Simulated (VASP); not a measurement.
# Au (I4/mmm) in VASP: a series of runs, part 2 of 2

VASP 6.6.1. The steps go on from the part before.

### Step 3. Single point, PBEsol (uniaxial strain along c: +6.0 %)

Contents of INCAR:

```
SYSTEM = Au
ALGO = Fast ; EDIFF = 1E-6
ENCUT = 520 ; GGA = PS
ISIF = 2 ; ISMEAR = 0
LASPH = .TRUE. ; LCHARG = .FALSE.
LREAL = .FALSE. ; LWAVE = .FALSE.
NBANDS = 18 ; NELM = 80
PREC = Accurate ; SIGMA = 0.1
```

Contents of KPOINTS:

```
k-points
0
G
  16 16 16
  0 0 0
```

Contents of POSCAR:

```
Au
1.0
    3.1935145860      0.0000000000      0.0000000000
    0.0000000000      3.1935145860      0.0000000000
    0.0000000000      0.0000000000      3.4366755951
Au
2
Direct
    0.0000000000      0.0000000000      0.0000000000
    0.5000000000      0.5000000000      0.5000000000
```

Potentials or basis: VASP PAW PBE potentials, release 64 (Au).

Started as:

```
> cat potpaw_PBE.64/Au/POTCAR > POTCAR
> mpirun -np 1 vasp_std > vasp.out
```

OUTCAR:

```text
SYSTEM = Au
   EDIFF = 1E-6
   ENCUT = 520
   GGA = PS
   ISIF = 2
   ISMEAR = 0
   LASPH = .TRUE.
   LREAL = .FALSE.
   NELM = 80
   PREC = Accurate

 ion  position               nearest neighbor table
   1  0.000  0.000  0.000-   2 2.84   2 2.84   2 2.84   2 2.84   2 2.84   2 2.84   2 2.84   2 2.84

   2  0.500  0.500  0.500-   1 2.84   1 2.84   1 2.84   1 2.84   1 2.84   1 2.84   1 2.84   1 2.84

  LATTYP: Found a simple tetragonal cell.
 ALAT       =     3.1935145860
 C/A-ratio  =     1.0761421320

  Lattice vectors:

 A1 = (   3.1935145860,   0.0000000000,   0.0000000000)
 A2 = (   0.0000000000,   3.1935145860,   0.0000000000)
 A3 = (   0.0000000000,   0.0000000000,   3.4366755951)

Analysis of symmetry for initial positions (statically):
=====================================================================
 Subroutine PRICEL returns following result:

  LATTYP: Found a body centered tetragonal cell.
 ALAT       =     3.1935145860
 C/A-ratio  =     1.0761421320

  Lattice vectors:

 A1 = (  -1.5967572930,  -1.5967572930,  -1.7183377976)
 A2 = (   1.5967572930,   1.5967572930,  -1.7183377975)
 A3 = (   1.5967572930,  -1.5967572930,   1.7183377976)

   2 primitive cells build up your supercell.

 Routine SETGRP: Setting up the symmetry group for a
 simple tetragonal supercell.

 Subroutine GETGRP returns: Found 16 space group operations
 (whereof 16 operations were pure point group operations)
 out of a pool of 16 trial point group operations.

The static configuration has the point symmetry D_4h.

Analysis of symmetry for dynamics (positions and initial velocities):
=====================================================================
 Subroutine PRICEL returns following result:

  LATTYP: Found a body centered tetragonal cell.
 ALAT       =     3.1935145860
 C/A-ratio  =     1.0761421320

  Lattice vectors:

 A1 = (  -1.5967572930,  -1.5967572930,  -1.7183377976)
 A2 = (   1.5967572930,   1.5967572930,  -1.7183377975)
 A3 = (   1.5967572930,  -1.5967572930,   1.7183377976)

   2 primitive cells build up your supercell.

 Routine SETGRP: Setting up the symmetry group for a
 simple tetragonal supercell.

 Subroutine GETGRP returns: Found 16 space group operations
 (whereof 16 operations were pure point group operations)
 out of a pool of 16 trial point group operations.

The dynamic configuration has the point symmetry D_4h.

 Subroutine INISYM returns: Found 16 space group operations
 (whereof 16 operations are pure point group operations),
 and found     2 'primitive' translations

----------------------------------------------------------------------------------------

                                     Primitive cell

  volume of cell :      17.5245

  direct lattice vectors                    reciprocal lattice vectors
    -1.596757293 -1.596757293 -1.718337798     0.000000000 -0.313134627 -0.290978875
     1.596757293  1.596757293 -1.718337798     0.313134627  0.000000000 -0.290978875
     1.596757293 -1.596757293  1.718337798     0.313134627 -0.313134627  0.000000000

  length of vectors
     2.837596252  2.837596252  2.837596252     0.427459941  0.427459941  0.442839237

  position of ions in fractional coordinates (direct lattice)
     0.000000000  0.000000000  0.000000000

  ion indices of the primitive-cell ions
   primitive index   ion index
[... 25 lines left out ...]

 Found    405 irreducible k-points:

 Following reciprocal coordinates:
            Coordinates               Weight
  0.000000  0.000000  0.000000      1.000000
  0.062500  0.000000  0.000000      4.000000
  0.125000  0.000000  0.000000      4.000000
  0.187500  0.000000  0.000000      4.000000
  0.250000  0.000000  0.000000      4.000000
  0.312500  0.000000  0.000000      4.000000
[... 16 lines left out ...]
  0.437500  0.125000  0.000000      8.000000
  0.500000  0.125000  0.000000      4.000000
 [... further k-points ...]
   k-points           NKPTS =    405   k-points in BZ     NKDIM =    405   number of bands    NBANDS=     18
   number of dos      NEDOS =    301   number of ions     NIONS =      2
   total plane-waves  NPLWV =  16128
   dimension x,y,z NGX =    24 NGY =   24 NGZ =   28
   dimension x,y,z NGXF=    48 NGYF=   48 NGZF=   56
   ions per type =               2
   NGX,Y,Z   is equivalent  to a cutoff of  12.49, 12.49, 13.54 a.u.
   NGXF,Y,Z  is equivalent  to a cutoff of  24.99, 24.99, 27.09 a.u.
 SYSTEM =  Au
   PREC   = accura    normal or accurate (medium, high low for compatibility)
   ISTART =      0    job   : 0-new  1-cont  2-samecut
   ICHARG =      2    charge: 1-file 2-atom 10-const
   ISPIN  =      1    spin polarized calculation?
   LNONCOLLINEAR =      F non collinear calculations
   LSORBIT =      F    spin-orbit coupling
   LASPH  =      T    aspherical Exc in radial PAW
   ENCUT  =  520.0 eV  38.22 Ry    6.18 a.u.   5.94  5.94  6.39*2*pi/ulx,y,z
   NELM   =     80;   NELMIN=  2; NELMDL= -5     # of ELM steps
   EDIFF  = 0.1E-05   stopping-criterion for ELM
   LREAL  =      F    real-space projection
   EDIFFG = 0.1E-04   stopping-criterion for IOM
   NSW    =      0    number of steps for IOM
   IBRION =     -1    ionic relax: 0-MD 1-quasi-New 2-CG
   NFREE  =      0    steps in history (QN), initial steepest desc. (CG)
   ISIF   =      2    stress and relaxation
   ISYM   =      2    0-nonsym 1-usesym 2-fastsym
   POTIM  = 0.5000    time-step for ionic-motion
   TEBEG  =    0.0;   TEEND  =   0.0 temperature during run
   PSTRESS=    0.0 pullay stress
   NELECT =      22.0000    total number of electrons
   NUPDOWN=      -1.0000    fix difference up-down
   EMIN   =  10.00;   EMAX   =-10.00  energy-range for DOS
   EFERMI =   0.00;   METHOD = LEGACY
   ISMEAR =     0;   SIGMA  =   0.10  broadening in eV -4-tet -1-fermi 0-gaus
   EFERMI_NEDOS =   21; number of points for ismear=-14 and -15
   IALGO  =     68    algorithm
   IMIX   =      4    mixing-type and parameters
     AMIX     =   0.40;   BMIX     =  1.00
     AMIX_MAG =   1.60;   BMIX_MAG =  1.00
  volume/ion in A,a.u.               =      17.52       118.26
  Fermi-wavevector in a.u.,A,eV,Ry     =   1.401706  2.648840 26.732452  1.964780
  Thomas-Fermi vector in A             =   2.524541
   LORBIT       =      0    0 simple, 1 ext, 2 COOP (PROOUT), +10 PAW based schemes
   GGA     = PS    functional components
   LHFCALC =     F    Hartree Fock is set to
   AEXX    =    0.0000 exact exchange contribution
   IVDW    =     0    specifies the selected vdW correction
   LEPSILON=     F    determine dielectric tensor
   LRPA    =     F    only Hartree local field effects (RPA)
 non-spin polarized calculation
 RMM-DIIS sequential band-by-band and
 Gauss-broadening in eV      SIGMA  =   0.10
  energy-cutoff  :      520.00
  volume of cell :       35.05
 maximum number of plane-waves:       966
 NGX is ok and might be reduce to    24
   NGX = 11   NGY = 11   NGZ = 13

 number of electron      22.0000002 magnetization

 Free energy of the ion-electron system (eV)
  ---------------------------------------------------
  ext. energy  EPLUGINS =         0.00000000
  ---------------------------------------------------
  free energy    TOTEN  =        -7.79545364 eV

  energy without entropy =       -7.79232022  energy(sigma->0) =       -7.79388693

 E-fermi :   8.7967     XC(G=0): -12.7213

 val. band max:        8.7945207838   @ k =   0.0625   0.0625   0.3125
 cond. band min:       8.7992143925   @ k =   0.1875   0.1875   0.4375
 fundamental gap:      0.0046936087
 Fermi energy:         8.7966518154

 k-point     1 :       0.0000    0.0000    0.0000
  band No.  band energies     occupation
      1      -0.7988      2.00000
      2       2.2099      2.00000
      3       2.2571      2.00000
      4       4.0000      2.00000
      5       4.0000      2.00000
      6       4.4359      2.00000
[... 481 lines left out ...]
      5       3.9898      2.00000
      6       3.9898      2.00000
[... 10 lines left out ...]
     17      22.0899      0.00000
     18      22.0899      0.00000

 [... further k-points ...]

------------------------ aborting loop because EDIFF is reached ----------------------------------------

  FORCE on cell =-STRESS in cart. coord.  units (eV):
  Direction    XX          YY          ZZ          XY          YZ          ZX
  --------------------------------------------------------------------------------------
  -------------------------------------------------------------------------------------
  Total       -1.0501861     -1.0501861     -0.8376251      0.0000000      0.0000000      0.0000000
  in kB      -48.0065494    -48.0065494    -38.2898736      0.0000000      0.0000000      0.0000000
  external PRESSURE =     -44.7676575 kB  Pullay stress =       0.0000000 kB

 VOLUME and BASIS-vectors are now :
 -----------------------------------------------------------------------------
  energy-cutoff  :      520.00
  volume of cell :       35.05
      direct lattice vectors                 reciprocal lattice vectors
     3.193514586  0.000000000  0.000000000     0.313134627  0.000000000  0.000000000
     0.000000000  3.193514586  0.000000000     0.000000000  0.313134627  0.000000000
     0.000000000  0.000000000  3.436675595     0.000000000  0.000000000  0.290978875

 POSITION                                       TOTAL-FORCE (eV/Angst)
 -----------------------------------------------------------------------------------
      0.00000      0.00000      0.00000         0.000000     -0.000000      0.000000
      1.59676      1.59676      1.71834        -0.000000      0.000000     -0.000000
 -----------------------------------------------------------------------------------
    total drift:                                0.000000      0.000000     -0.000000

  FREE ENERGIE OF THE ION-ELECTRON SYSTEM (eV)
  ---------------------------------------------------
  free  energy   TOTEN  =        -7.7954536429 eV

  energy  without entropy=       -7.7923202155  energy(sigma->0) =       -7.79388693
```

stdout:

```text
POSCAR found type information on POSCAR Au
 POSCAR found :  1 types and       2 ions
 scaLAPACK will be used
 -----------------------------------------------------------------------------
|                                                                             |
|                                                                             |
|     You enforced a specific xc type in the INCAR file but a different       |
|     I HOPE YOU KNOW WHAT YOU ARE DOING!                                     |
|                                                                             |
 -----------------------------------------------------------------------------

 LDA part: xc-table for (Slater+PW92), standard interpolation
 POSCAR, INCAR and KPOINTS ok, starting setup
 FFT: planning ... GRIDC
 FFT: planning ... GRID_SOFT
 FFT: planning ... GRID
 WAVECAR not read
 entering main loop
```

It took 3.6 min on 1 thread of Intel Xeon 8259CL, shared host; peak memory 0.31 GiB.

Results:

```yaml
Free_energy: -7.7955 eV
Pressure: -4.5 GPa
Band_gap_on_the_k_mesh: zero (bands 11 and 12 overlap by 5.64 eV)
```

Caveat: the cell differs from its parent crystal (uniaxial strain along c: +6.0 %); the cell stands under tension; the PAW data sets were made with another functional, which shifts forces and pressure a little; spin-orbit coupling is left out, which moves the levels of the heavy elements.
